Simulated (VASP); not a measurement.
# As (Pm-3m) in VASP: further runs, part 2 of 2

VASP 6.6.1.

## Step 3: Relaxation of cell and atoms, r2SCAN

This run uses another cell than the first one, of 20.09 Å³/atom.

Contents of POSCAR:

```
As
1.0
    2.7184590952      0.0000000000      0.0000000000
    0.0000000000      2.7184590952      0.0000000000
    0.0000000000      0.0000000000      2.7184590952
As
1
Direct
    0.0000000000      0.0000000000      0.0000000000
```

Contents of INCAR.step1:

```
SYSTEM = As
PREC = Accurate
ENCUT = 600
ISMEAR = 0
SIGMA = 0.1
LREAL = .FALSE.
LASPH = .TRUE.
NELM = 80
GGA = PE
ALGO = Normal
EDIFF = 1E-4
LWAVE = .TRUE.
LCHARG = .FALSE.
```

Contents of INCAR.step2:

```
SYSTEM = As
PREC = Accurate
ENCUT = 600
EDIFF = 1E-7
ISMEAR = 0
SIGMA = 0.1
LREAL = .FALSE.
LASPH = .TRUE.
NELM = 80
ALGO = Normal
ISIF = 3
LWAVE = .FALSE.
LCHARG = .FALSE.
METAGGA = R2SCAN
LMIXTAU = .TRUE.
IBRION = 2
NSW = 80
EDIFFG = -0.01
ISTART = 1
```

Contents of KPOINTS:

```
regular mesh
0
G
  16 16 16
  0 0 0
```

Potentials or basis: VASP PAW PBE potentials, release 64 (As).

On the command line:

```sh
$ cat potpaw_PBE.64/As/POTCAR > POTCAR
$ cp INCAR.step1 INCAR
$ mpirun -np 1 vasp_std > vasp.out
$ cp INCAR.step2 INCAR
$ mpirun -np 1 vasp_std > vasp.out
```

OUTCAR:

```text
SYSTEM = As
   PREC = Accurate
   ENCUT = 600
   EDIFF = 1E-7
   ISMEAR = 0
   LREAL = .FALSE.
   LASPH = .TRUE.
   NELM = 80
   ISIF = 3
   METAGGA = R2SCAN
   IBRION = 2
   NSW = 80
   EDIFFG = -0.01
   ISTART = 1

 ion  position               nearest neighbor table
   1  0.000  0.000  0.000-

  LATTYP: Found a simple cubic cell.
 ALAT       =     2.7184590952

  Lattice vectors:

 A1 = (   2.7184590952,   0.0000000000,   0.0000000000)
 A2 = (   0.0000000000,   2.7184590952,   0.0000000000)
 A3 = (   0.0000000000,   0.0000000000,   2.7184590952)

Analysis of symmetry for initial positions (statically):
=====================================================================
 Subroutine PRICEL returns:
 Original cell was already a primitive cell.

 Routine SETGRP: Setting up the symmetry group for a
 simple cubic supercell.

 Subroutine GETGRP returns: Found 48 space group operations
 (whereof 48 operations were pure point group operations)
 out of a pool of 48 trial point group operations.

The static configuration has the point symmetry O_h .

Analysis of symmetry for dynamics (positions and initial velocities):
=====================================================================
 Subroutine PRICEL returns:
 Original cell was already a primitive cell.

 Routine SETGRP: Setting up the symmetry group for a
 simple cubic supercell.

 Subroutine GETGRP returns: Found 48 space group operations
 (whereof 48 operations were pure point group operations)
 out of a pool of 48 trial point group operations.

The dynamic configuration has the point symmetry O_h .

 Subroutine INISYM returns: Found 48 space group operations
[... 120 lines left out ...]
   METAGGA = R2SCAN    functional components
   LHFCALC =     F    Hartree Fock is set to
   AEXX    =    0.0000 exact exchange contribution
   IVDW    =     0    specifies the selected vdW correction
   LEPSILON=     F    determine dielectric tensor
   LRPA    =     F    only Hartree local field effects (RPA)
 conjugate gradient relaxation of ions
 non-spin polarized calculation
 Gauss-broadening in eV      SIGMA  =   0.10
  energy-cutoff  :      600.00
  volume of cell :       20.09
 maximum number of plane-waves:       691
 NGX is ok and might be reduce to    24
   NGX = 11   NGY = 11   NGZ = 11

--------------------------------------- Ionic step        1  -------------------------------------------

 number of electron       5.0000001 magnetization

 Free energy of the ion-electron system (eV)
  ---------------------------------------------------
  ext. energy  EPLUGINS =         0.00000000
  ---------------------------------------------------
  free energy    TOTEN  =       -14.55198604 eV

  energy without entropy =      -14.55081740  energy(sigma->0) =      -14.55140172

------------------------ aborting loop because EDIFF is reached ----------------------------------------

  FORCE on cell =-STRESS in cart. coord.  units (eV):
  Direction    XX          YY          ZZ          XY          YZ          ZX
  --------------------------------------------------------------------------------------
  -------------------------------------------------------------------------------------
  Total       -0.1668939     -0.1668939     -0.1668939      0.0000000      0.0000000      0.0000000
  in kB      -13.3101378    -13.3101378    -13.3101378      0.0000000      0.0000000      0.0000000
  external PRESSURE =     -13.3101378 kB  Pullay stress =       0.0000000 kB
[... 57 lines left out ...]
--------------------------------------- Ionic step        3  -------------------------------------------

 number of electron       5.0000001 magnetization

 Free energy of the ion-electron system (eV)
  ---------------------------------------------------
  ext. energy  EPLUGINS =         0.00000000
  ---------------------------------------------------
  free energy    TOTEN  =       -14.55329599 eV

  energy without entropy =      -14.55219715  energy(sigma->0) =      -14.55274657

 E-fermi :   5.7944     XC(G=0): -10.9196

 val. band max:        5.7512411370   @ k =   0.1875   0.1875   0.1250
 cond. band min:       5.8031662878   @ k =   0.3125   0.3125   0.3125
 fundamental gap:      0.0519251508
 Fermi energy:         5.7943824219

 k-point     1 :       0.0000    0.0000    0.0000
  band No.  band energies     occupation
      1      -9.8998      2.00000
      2      10.1263      0.00000
      3      10.1263      0.00000
      4      10.1263      0.00000
      5      14.6834      0.00000
      6      14.6834      0.00000
[... 199 lines left out ...]
 k-point    24 :       0.5000    0.1250    0.0000
  band No.  band energies     occupation
      1      -6.2984      2.00000
      2      -1.1823      2.00000
      3       9.9165      0.00000
      4      12.8022      0.00000
      5      16.7946      0.00000
      6      18.9441      0.00000

 [... further k-points ...]

------------------------ aborting loop because EDIFF is reached ----------------------------------------

  FORCE on cell =-STRESS in cart. coord.  units (eV):
  Direction    XX          YY          ZZ          XY          YZ          ZX
  --------------------------------------------------------------------------------------
  -------------------------------------------------------------------------------------
  Total        0.0011257      0.0011257      0.0011257      0.0000000      0.0000000     -0.0000000
  in kB        0.0911864      0.0911864      0.0911864      0.0000000      0.0000000     -0.0000000
  external PRESSURE =       0.0911864 kB  Pullay stress =       0.0000000 kB
[... 16 lines left out ...]
  FREE ENERGIE OF THE ION-ELECTRON SYSTEM (eV)
  ---------------------------------------------------
  free  energy   TOTEN  =       -14.5532959861 eV

  energy  without entropy=      -14.5521971457  energy(sigma->0) =      -14.55274657

 reached required accuracy - stopping structural energy minimisation
```

OUTCAR.step1:

```text
SYSTEM = As
   PREC = Accurate
   ENCUT = 600
   ISMEAR = 0
   LREAL = .FALSE.
   LASPH = .TRUE.
   NELM = 80
[... 433 lines left out ...]
 -----------------------------------------------------------------------------------
      0.00000      0.00000      0.00000         0.000000      0.000000      0.000000
 -----------------------------------------------------------------------------------
    total drift:                                0.000000     -0.000000      0.000000

  FREE ENERGIE OF THE ION-ELECTRON SYSTEM (eV)
  ---------------------------------------------------
  free  energy   TOTEN  =        -4.5583346465 eV

  energy  without entropy=       -4.5571449931  energy(sigma->0) =       -4.55773982
```

OSZICAR.step1:

```text
N       E                     dE             d eps       ncg     rms          rms(c)
DAV:   1     0.554391649612E+01    0.55439E+01   -0.23185E+03  1980   0.713E+02
DAV:   2    -0.438052778958E+01   -0.99244E+01   -0.93043E+01  2736   0.734E+01
DAV:   3    -0.455349544476E+01   -0.17297E+00   -0.17264E+00  2370   0.104E+01
DAV:   4    -0.455387354896E+01   -0.37810E-03   -0.37810E-03  2946   0.470E-01
DAV:   5    -0.455387385051E+01   -0.30155E-06   -0.30207E-06  2382   0.702E-03    0.203E+00
DAV:   6    -0.455636563606E+01   -0.24918E-02   -0.65329E-04  2526   0.265E-01    0.121E+00
DAV:   7    -0.455828119646E+01   -0.19156E-02   -0.18240E-03  2370   0.426E-01    0.818E-02
DAV:   8    -0.455833464647E+01   -0.53450E-04   -0.61929E-05  2382   0.779E-02
   1 F= -.45583346E+01 E0= -.45577398E+01  d E =-.118965E-02
```

Run time: 75 s. Hardware: 1 thread of Intel Xeon Platinum 8488C (Sapphire Rapids), shared host; peak memory 0.17 GiB.

What came out:

| Property | Result |
| --- | --- |
| Free energy | -14.5533 eV |
| Relaxed volume | 19.78 Å³/atom |
| Relaxed cell | a = 2.704 Å, b = 2.704 Å, c = 2.704 Å, α = 90.00°, β = 90.00°, γ = 90.00° |
| Space group after relaxing (to 0.1 Å) | Pm-3m (No. 221) |
| Energy gained by relaxing | 1.3 meV/atom |
| Ionic steps | 3 |
| Pressure after relaxing | 0.0 GPa |
| Band gap on the k mesh | zero (an odd number of electrons rules out a gap without spin polarisation) |

Step by step:
| step | energy change (eV) | largest force (eV/Å) | pressure (GPa) | volume (Å³) |
| --- | --- | --- | --- | --- |
| 1 | 0.0000 | 0.0000 | -1.33 | 20.09 |
| 2 | -0.0009 | 0.0000 | 0.80 | 19.61 |
| 3 | -0.0013 | 0.0000 | 0.01 | 19.78 |

Final structure:
```yaml
crystal:
  lattice:
    - [2.70442, 0.00000, 0.00000]
    - [0.00000, 2.70442, 0.00000]
    - [0.00000, 0.00000, 2.70442]
  atoms:
    - { symbol: As, position: [0.00000, 0.00000, 0.00000] }
```

Caveat: the PAW data sets were made with another functional, which shifts forces and pressure a little.

The gap in the log of VASP goes by the Fermi energy; the results here count the filled bands.